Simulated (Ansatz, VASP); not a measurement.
One calculation of HfC, two programs

```
Hf C
1.0
     0.00000    2.26127    2.26127
     2.26127    0.00000    2.26127
     2.26127    2.26127    0.00000
Hf C
1 1
Cartesian
  2.2613 2.2613 2.2613
  0.0000 0.0000 0.0000
```

Change from the starting cell: volume scaled by 0.92.

Alike in both runs: task electric field gradients; functional PBE; dispersion D4; k mesh 10 × 10 × 10; occupations tetrahedron; collinear spin.

|  | VASP | Ansatz |
| --- | --- | --- |
| version | VASP 6.6.1 | Ansatz 0.2.0 |
| potentials or method | VASP PAW PBE potentials, release 64 (Hf_pv, C) | Ansatz PAW |
| plane-wave cutoff (eV) | 520 | 420 |
| valence electrons in the cell | 14 | 30 |

Ansatz gave:

| Property | Result |
| --- | --- |
| gap on the k mesh at the Fermi level (eV) | none |
| pressure (GPa) | 19.0 |
| net moment per atom (μB) | 0.00 |

Question: What did VASP give for the same quantities?

Answer: gap on the k mesh at the Fermi level (eV): none; pressure (GPa): 18.8; net moment per atom (μB): 0.00.

A gap of «none» marks a metal or a gap that the smearing closes. VASP's potentials hold 14 valence electrons a cell and Ansatz's 30, so a difference there can come from the potentials and not from the codes.

Neither program's run includes spin-orbit coupling.
